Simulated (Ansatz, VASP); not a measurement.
# Si4Se3 in VASP and in Ansatz

```
CELL_PARAMETERS angstrom
-3.60175 3.60175 3.46141
3.60175 -3.60175 3.46141
3.60175 3.60175 -3.46141
ATOMIC_POSITIONS crystal
Si 0.83648 0.08423 0.24775
Si 0.83648 0.58874 0.75225
Si 0.08423 0.83648 0.24775
Si 0.58874 0.83648 0.75225
Se 0.76761 0.26761 0.50000
Se 0.26761 0.76761 0.50000
Se 0.73527 0.73527 0.00000
```

Alike in both runs: task relaxation of cell and atoms; functional PBE; k mesh 3 × 3 × 3; occupations gaussian, width 0.2 eV; no spin polarisation.

|  | VASP | Ansatz |
| --- | --- | --- |
| version | VASP 6.6.1 | Ansatz 0.2.0 |
| potentials or method | VASP PAW PBE potentials, release 64 (Si, Se), cutoff 600 eV | scalar-relativistic, plane waves, PAW |
| valence electrons in the cell | 34 | 64 |

Ansatz gave:

```
gap on the k mesh at the Fermi level, each at its own relaxed structure (eV) : none
relaxed volume (Å³/atom)                                                     : 26.43
relaxed cell length with the largest relative difference (Å)                 : 6.218
```

Problem. Estimate VASP's values.

Solution. gap on the k mesh at the Fermi level, each at its own relaxed structure (eV): none; relaxed volume (Å³/atom): 27.03; relaxed cell length with the largest relative difference (Å): 6.273.

A gap of «none» marks a metal or a gap that the smearing closes. VASP's potentials hold 34 valence electrons a cell and Ansatz's 64, so a difference there can come from the potentials and not from the codes.

The k mesh is coarse, so the values compare programs but aren't converged.
